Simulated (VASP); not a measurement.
Input of a VASP 6.6.1 run:

INCAR

```
ALGO = Normal
EDIFF = 1E-6
ENCUT = 520
GGA = PS
GGA_COMPAT = False
ISIF = 2
ISMEAR = -1
LASPH = True
LCHARG = False
LNONCOLLINEAR = True
LORBIT = 11
LORBMOM = True
LREAL = False
LSORBIT = True
LWAVE = False
MAGMOM = 0 0 0 0 0 0
NBANDS = 30
NELM = 150
PREC = Accurate
SIGMA = 0.05
```

Contents of KPOINTS:

```
k-points
0
Gamma
  6 6 6
```

Contents of POSCAR:

```
InAs
1.0
    0.0000000000      3.0180000000      3.0180000000
    3.0180000000      0.0000000000      3.0180000000
    3.0180000000      3.0180000000      0.0000000000
In As
1 1
Direct
    0.0000000000      0.0000000000      0.0000000000
    0.7500000000      0.7500000000      0.7500000000
```

Potentials or basis: VASP PAW PBE potentials, release 64 (In_d, As).

The run is started by

```bash
$ cat potpaw_PBE.64/In_d/POTCAR potpaw_PBE.64/As/POTCAR > POTCAR
$ mpirun -np 1 vasp_ncl > vasp.out
```

Problem. Predict the net moment.

Solution. 0.00 μB per cell.

Problem. What does it give for the pressure?

Solution. 1.6 GPa.

Moments on the atoms (μB; x, y, z):
```
In  0.00 0.00 0.00
As  0.00 0.00 0.00
```

Caveat: the PAW data sets were made with another functional, which shifts forces and pressure a little.
